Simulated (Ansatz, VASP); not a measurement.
**SiSe in VASP and in Ansatz**

The input INCAR:

```
  ALGO = Normal
  EDIFF = 1E-6
  ENCUT = 500
  GGA = PE
  GGA_COMPAT = F
  ISIF = 2
  ISMEAR = -1
  LASPH = T
  LCHARG = F
  LREAL = F
  LWAVE = F
  NBANDS = 12
  NELM = 120
  PREC = Accurate
  SIGMA = 0.05
```

Contents of KPOINTS:

```
k-points
0
Gamma
  7 7 6
```

File POSCAR:

```
SiSe
1.0
    3.7390080000      0.0000000000      0.0000000000
   -1.8695040000      3.2380712000      0.0000000000
    0.0000000000      0.0000000000      3.5987300000
Si Se
1 1
Direct
    0.6666700000      0.3333300000      0.5000000000
    0.0000000000      0.0000000000      0.0000000000
```

Contents of input.yaml:

```yaml
crystal:
  lattice:
    - [3.739008, 0.0, 0.0]
    - [-1.869504, 3.2380712, 0.0]
    - [0.0, 0.0, 3.59873]
  atoms:
    - { symbol: Si, position: [0.66667, 0.33333, 0.5] }
    - { symbol: Se, position: [0.0, 0.0, 0.0] }
hamiltonian:
  xc: pbe
  pseudopotentials: { kind: paw }
kpoints:
  mp_grid: { grid: [7, 7, 6] }
scf:
  occupations: { method: fermi_dirac, width: 0.05 }
output:
  forces: true
  stress: true
  eigenvalues: true
```

Alike in both runs: task single point; functional PBE; k mesh 7 × 7 × 6; occupations fermi-dirac, width 0.05 eV; no spin polarisation.

|  | VASP | Ansatz |
| --- | --- | --- |
| version | VASP 6.6.1 | Ansatz 0.2.0 |
| potentials or method | VASP PAW PBE potentials, release 64 (Si, Se) | Ansatz PAW |
| plane-wave cutoff (eV) | 500 | 420 |
| valence electrons in the cell | 10 | 20 |

```csv
,VASP,Ansatz,Ansatz less VASP
gap on the k mesh at the Fermi level (eV),none,none,-
pressure (GPa),-3.5,-3.5,-0.02
"traceless stress, the component that is largest in VASP (GPa)",1.02,1.02,-0.008
```

A gap of «none» marks a metal or a gap that the smearing closes. VASP's potentials hold 10 valence electrons a cell and Ansatz's 20, so a difference there can come from the potentials and not from the codes.
